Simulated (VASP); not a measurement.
# Ta4C in VASP: single point with PBEsol

Aim: the single point of Ta4C with PBEsol.

All numbers are computed with VASP 6.6.1; they aren't measurements. Logs are shortened: lines on timing, memory, paths and dates and some standing lists are left out, and cuts for length are marked.

## 1. The cell of the first run

The cell holds a slab with vacuum, 5 atoms: a = 2.841 Å, b = 2.841 Å, c = 25.959 Å, α = 90.00°, β = 90.00°, γ = 109.47°.

## 2. Single point, PBEsol

INCAR reads:

```
  PREC = Accurate
  ENCUT = 520
  EDIFF = 1E-6
  ISMEAR = 0
  SIGMA = 0.1
  LREAL = F
  LASPH = T
  NELM = 60
  ALGO = Normal
  ISIF = 2
  LWAVE = F
  LCHARG = F
  LDIPOL = T
  IDIPOL = 3
  DIPOL = 0.5 0.5 0.502
  GGA = PS
  NBANDS = 32
```

KPOINTS reads:

```
regular mesh
0
Gamma
  11 11 1
```

POSCAR reads:

```
Ta4C
1.0
    2.8410132457      0.0000000000      0.0000000000
   -0.9470044152      2.6785329753      0.0000000000
    0.0000000000      0.0000000000     25.9590328043
Ta C
4 1
Direct
    0.5000000000      0.5000000000      0.3274390099
    0.0000000000      0.0000000000      0.4167981790
    0.5000000000      0.5000000000      0.5059031165
    0.0000000000      0.0000000000      0.5921258342
    0.0000000000      0.0000000000      0.6679611798
```

Potentials or basis: VASP PAW PBE potentials, release 64 (Ta_pv, C).

The run is started by

```sh
$ cat potpaw_PBE.64/Ta_pv/POTCAR potpaw_PBE.64/C/POTCAR > POTCAR
$ mpirun -np 1 vasp_std > vasp.out
```

OUTCAR:

```text
PREC = Accurate
   ENCUT = 520
   EDIFF = 1E-6
   ISMEAR = 0
   LREAL = F
   LASPH = T
   NELM = 60
   ISIF = 2
   GGA = PS

 ion  position               nearest neighbor table
   1  0.500  0.500  0.327-   2 2.84   2 2.84   2 3.28   2 3.28
   2  0.000  0.000  0.417-   3 2.84   3 2.84   1 2.84   1 2.84   3 3.28   3 3.28   1 3.28   1 3.28

   3  0.500  0.500  0.506-   4 2.77   4 2.77   2 2.84   2 2.84   4 3.22   4 3.22   2 3.28   2 3.28

   4  0.000  0.000  0.592-   5 1.97   3 2.77   3 2.77   3 3.22   3 3.22
   5  0.000  0.000  0.668-   4 1.97

  LATTYP: Found a base centered orthorhombic cell.
 ALAT       =     3.2805195244
 B/A-ratio  =     1.4142135624
 C/A-ratio  =     7.9130859035

  Lattice vectors:

 A1 = (   2.8410132457,   0.0000000000,   0.0000000000)
 A2 = (  -0.9470044152,   2.6785329753,   0.0000000000)
 A3 = (   0.0000000000,   0.0000000000,  25.9590328043)

Analysis of symmetry for initial positions (statically):
=====================================================================
 Subroutine PRICEL returns:
 Original cell was already a primitive cell.

 Routine SETGRP: Setting up the symmetry group for a
 base centered orthorhombic supercell.

 Subroutine GETGRP returns: Found  4 space group operations
 (whereof  4 operations were pure point group operations)
 out of a pool of  8 trial point group operations.

The static configuration has the point symmetry C_2v.

Analysis of symmetry for dynamics (positions and initial velocities):
=====================================================================
 Subroutine PRICEL returns:
 Original cell was already a primitive cell.

 Routine SETGRP: Setting up the symmetry group for a
 base centered orthorhombic supercell.

 Subroutine GETGRP returns: Found  4 space group operations
 (whereof  4 operations were pure point group operations)
 out of a pool of  8 trial point group operations.

The dynamic configuration has the point symmetry C_2v.

 Subroutine INISYM returns: Found  4 space group operations
 (whereof  4 operations are pure point group operations),
 and found     1 'primitive' translations

----------------------------------------------------------------------------------------

                                     Primitive cell

  volume of cell :     197.5417

  direct lattice vectors                    reciprocal lattice vectors
     2.841013246  0.000000000  0.000000000     0.351987095  0.124446231  0.000000000
    -0.947004415  2.678532975  0.000000000     0.000000000  0.373338693  0.000000000
     0.000000000  0.000000000 25.959032804     0.000000000  0.000000000  0.038522236

  length of vectors
     2.841013246  2.841013246 25.959032804     0.373338693  0.373338693  0.038522236

  position of ions in fractional coordinates (direct lattice)
     0.500000000  0.500000000  0.327439010
     0.000000000  0.000000000  0.416798179
     0.500000000  0.500000000  0.505903117
     0.000000000  0.000000000  0.592125834
     0.000000000  0.000000000  0.667961180

  ion indices of the primitive-cell ions
   primitive index   ion index
                 1           1
                 2           2
                 3           3
                 4           4
                 5           5

----------------------------------------------------------------------------------------

 KPOINTS: regular mesh

Automatic generation of k-mesh.
 Grid dimensions read from file:
 generate k-points for:   11   11    1

 Generating k-lattice:

  Cartesian coordinates                     Fractional coordinates (reciprocal lattice)
     0.031998827  0.011313294  0.000000000     0.090909091  0.000000000  0.000000000
     0.000000000  0.033939881  0.000000000     0.000000000  0.090909091  0.000000000
     0.000000000  0.000000000  0.038522236     0.000000000  0.000000000  1.000000000

  Length of vectors
     0.033939881  0.033939881  0.038522236

  Shift w.r.t. Gamma in fractional coordinates (k-lattice)
     0.000000000  0.000000000  0.000000000

 Subroutine IBZKPT returns following result:
 ===========================================

 Found     36 irreducible k-points:

 Following reciprocal coordinates:
            Coordinates               Weight
  0.000000  0.000000  0.000000      1.000000
  0.090909 -0.000000  0.000000      4.000000
  0.181818 -0.000000  0.000000      4.000000
  0.272727 -0.000000  0.000000      4.000000
  0.363636 -0.000000  0.000000      4.000000
  0.454545  0.000000  0.000000      4.000000
[... 16 lines left out ...]
 -0.272727  0.181818  0.000000      4.000000
 -0.181818  0.181818  0.000000      2.000000
 [... further k-points ...]
   k-points           NKPTS =     36   k-points in BZ     NKDIM =     36   number of bands    NBANDS=     32
   number of dos      NEDOS =    301   number of ions     NIONS =      5
   total plane-waves  NPLWV = 112896
   dimension x,y,z NGX =    24 NGY =   24 NGZ =  196
   dimension x,y,z NGXF=    48 NGYF=   48 NGZF=  392
   ions per type =               4   1
   NGX,Y,Z   is equivalent  to a cutoff of  14.04, 14.04, 12.55 a.u.
   NGXF,Y,Z  is equivalent  to a cutoff of  28.09, 28.09, 25.10 a.u.
 SYSTEM =  unknown system
   PREC   = accura    normal or accurate (medium, high low for compatibility)
   ISTART =      0    job   : 0-new  1-cont  2-samecut
   ICHARG =      2    charge: 1-file 2-atom 10-const
   ISPIN  =      1    spin polarized calculation?
   LNONCOLLINEAR =      F non collinear calculations
   LSORBIT =      F    spin-orbit coupling
   LASPH  =      T    aspherical Exc in radial PAW
   ENCUT  =  520.0 eV  38.22 Ry    6.18 a.u.   5.28  5.28 48.27*2*pi/ulx,y,z
   NELM   =     60;   NELMIN=  2; NELMDL= -5     # of ELM steps
   EDIFF  = 0.1E-05   stopping-criterion for ELM
   LREAL  =      F    real-space projection
   EDIFFG = 0.1E-04   stopping-criterion for IOM
   NSW    =      0    number of steps for IOM
   IBRION =     -1    ionic relax: 0-MD 1-quasi-New 2-CG
   NFREE  =      0    steps in history (QN), initial steepest desc. (CG)
   ISIF   =      2    stress and relaxation
   ISYM   =      2    0-nonsym 1-usesym 2-fastsym
   POTIM  = 0.5000    time-step for ionic-motion
   TEBEG  =    0.0;   TEEND  =   0.0 temperature during run
   PSTRESS=    0.0 pullay stress
   NELECT =      48.0000    total number of electrons
   NUPDOWN=      -1.0000    fix difference up-down
   EMIN   =  10.00;   EMAX   =-10.00  energy-range for DOS
   EFERMI =   0.00;   METHOD = LEGACY
   ISMEAR =     0;   SIGMA  =   0.10  broadening in eV -4-tet -1-fermi 0-gaus
   EFERMI_NEDOS =   21; number of points for ismear=-14 and -15
   IALGO  =     38    algorithm
   IMIX   =      4    mixing-type and parameters
     AMIX     =   0.40;   BMIX     =  1.00
     AMIX_MAG =   1.60;   BMIX_MAG =  1.00
  volume/ion in A,a.u.               =      39.51       266.62
  Fermi-wavevector in a.u.,A,eV,Ry     =   1.021572  1.930491 14.199168  1.043609
  Thomas-Fermi vector in A             =   2.155204
   LORBIT       =      0    0 simple, 1 ext, 2 COOP (PROOUT), +10 PAW based schemes
   GGA     = PS    functional components
   LHFCALC =     F    Hartree Fock is set to
   AEXX    =    0.0000 exact exchange contribution
   IVDW    =     0    specifies the selected vdW correction
   LEPSILON=     F    determine dielectric tensor
   LRPA    =     F    only Hartree local field effects (RPA)
 non-spin polarized calculation
 Gauss-broadening in eV      SIGMA  =   0.10
  energy-cutoff  :      520.00
  volume of cell :      197.54
 maximum number of plane-waves:      5364
 NGX is ok and might be reduce to    24
   NGX = 11   NGY = 11   NGZ = 97

 dipolmoment           0.000000      0.000000     -0.013225 electrons x Angstroem

 number of electron      48.0000006 magnetization

 dipolmoment           0.000000      0.000000      0.081800 electrons x Angstroem

 Free energy of the ion-electron system (eV)
  ---------------------------------------------------
  ext. energy  EPLUGINS =         0.00000000
  ---------------------------------------------------
  free energy    TOTEN  =       -53.29515567 eV

  energy without entropy =      -53.27722430  energy(sigma->0) =      -53.28618999

 E-fermi :  -1.2920     XC(G=0):  -5.8925

 val. band max:       -1.2930899002   @ k =  -0.4545   0.4545   0.0000
 cond. band min:      -1.2913052439   @ k =   0.3636  -0.0000   0.0000
 fundamental gap:      0.0017846563
 Fermi energy:        -1.2919730328

 k-point     1 :       0.0000    0.0000    0.0000
  band No.  band energies     occupation
      1     -35.6146      2.00000
      2     -35.3772      2.00000
      3     -34.9014      2.00000
      4     -34.8550      2.00000
      5     -34.7239      2.00000
      6     -34.6645      2.00000
[... 24 lines left out ...]
     31       1.9206      0.00000
     32       2.2075      0.00000

 k-point     2 :       0.0909   -0.0000    0.0000
  band No.  band energies     occupation
      1     -35.5927      2.00000
      2     -35.3707      2.00000
      3     -34.9627      2.00000
      4     -34.8871      2.00000
      5     -34.7086      2.00000
      6     -34.7005      2.00000
[... 24 lines left out ...]
     31       1.8480      0.00000
     32       2.0720      0.00000

 k-point     3 :       0.1818   -0.0000    0.0000
  band No.  band energies     occupation
      1     -35.5361      2.00000
      2     -35.3600      2.00000
      3     -35.1241      2.00000
      4     -35.0088      2.00000
      5     -34.7733      2.00000
      6     -34.7097      2.00000
[... 24 lines left out ...]
     31       1.7915      0.00000
     32       2.0293      0.00000

 k-point     4 :       0.2727   -0.0000    0.0000
  band No.  band energies     occupation
      1     -35.4906      2.00000
      2     -35.3934      2.00000
      3     -35.3035      2.00000
      4     -35.2073      2.00000
      5     -34.8978      2.00000
      6     -34.8236      2.00000
[... 24 lines left out ...]
     31       2.2014      0.00000
     32       2.3474      0.00000

 k-point     5 :       0.3636   -0.0000    0.0000
  band No.  band energies     occupation
      1     -35.6004      2.00000
      2     -35.4997      2.00000
      3     -35.4102      2.00000
      4     -35.3150      2.00000
      5     -35.0678      2.00000
      6     -34.8943      2.00000
[... 584 lines left out ...]
     31       1.9160      0.00000
     32       2.8234      0.00000

 k-point    22 :      -0.3636    0.1818    0.0000
  band No.  band energies     occupation
      1     -35.5083      2.00000
      2     -35.4130      2.00000
      3     -35.3145      2.00000
      4     -35.2718      2.00000
      5     -35.0856      2.00000
      6     -34.9749      2.00000
[... 24 lines left out ...]
     31       1.8083      0.00000
     32       2.6342      0.00000

 k-point    23 :      -0.2727    0.1818    0.0000
  band No.  band energies     occupation
      1     -35.4797      2.00000
      2     -35.2967      2.00000
      3     -35.2430      2.00000
      4     -35.0595      2.00000
      5     -35.0166      2.00000
      6     -34.8769      2.00000
[... 24 lines left out ...]
     31       1.1582      0.00000
     32       1.4176      0.00000

 k-point    24 :      -0.1818    0.1818    0.0000
  band No.  band energies     occupation
      1     -35.5266      2.00000
      2     -35.3094      2.00000
      3     -35.0342      2.00000
      4     -34.9983      2.00000
      5     -34.8616      2.00000
      6     -34.8547      2.00000
[... 24 lines left out ...]
     31       0.7079      0.00000
     32       0.7556      0.00000

 [... further k-points ...]

------------------------ aborting loop because EDIFF is reached ----------------------------------------

 vacuum level on the upper side and lower side of the slab       (xc-potential included)         0.946        -0.959

  FORCE on cell =-STRESS in cart. coord.  units (eV):
  Direction    XX          YY          ZZ          XY          YZ          ZX
  --------------------------------------------------------------------------------------
  -------------------------------------------------------------------------------------
  Total       -2.0234980     -2.4486094     -0.9271938     -0.6011983      0.0000000      0.0000000
  in kB      -16.4117388    -19.8596381     -7.5200781     -4.8760659      0.0000000      0.0000000
  external PRESSURE =     -14.5971517 kB  Pullay stress =       0.0000000 kB

 VOLUME and BASIS-vectors are now :
 -----------------------------------------------------------------------------
  energy-cutoff  :      520.00
  volume of cell :      197.54
      direct lattice vectors                 reciprocal lattice vectors
     2.841013246  0.000000000  0.000000000     0.351987095  0.124446231  0.000000000
    -0.947004415  2.678532975  0.000000000     0.000000000  0.373338693  0.000000000
     0.000000000  0.000000000 25.959032804     0.000000000  0.000000000  0.038522236

 POSITION                                       TOTAL-FORCE (eV/Angst)
 -----------------------------------------------------------------------------------
      0.94700      1.33927      8.50000        -0.000000      0.000000      0.513385
      0.00000      0.00000     10.81968         0.000000      0.000000     -0.541748
      0.94700      1.33927     13.13276        -0.000000      0.000000      0.001464
      0.00000      0.00000     15.37101         0.000000      0.000000     -0.055478
      0.00000      0.00000     17.33963        -0.000000      0.000000      0.082378
 -----------------------------------------------------------------------------------
    total drift:                               -0.000000     -0.000000      0.001342

  FREE ENERGIE OF THE ION-ELECTRON SYSTEM (eV)
  ---------------------------------------------------
  free  energy   TOTEN  =       -53.2951556729 eV

  energy  without entropy=      -53.2772242983  energy(sigma->0) =      -53.28618999

 vacuum level on the upper side and lower side of the slab         5.558         3.613
```

It used 480 s of CPU time on 1 thread of AMD EPYC 7R13 Processor (Zen 3), on a shared host.

What came out:

* Free energy: -53.2952 eV
* Largest force: 0.542 eV/Å
* Band gap on the k mesh: zero (band 24 reaches -0.88 eV, above the bottom of band 25 at -1.64 eV)

Forces in eV/Å, atoms in the order of the input:
```
Ta   0.000  0.000  0.513
Ta   0.000  0.000 -0.542
Ta   0.000  0.000  0.001
Ta   0.000  0.000 -0.055
C    0.000  0.000  0.082
```

Caveat: the PAW data sets were made with another functional, which shifts forces and pressure a little; spin-orbit coupling is left out, which moves the levels of the heavy elements.
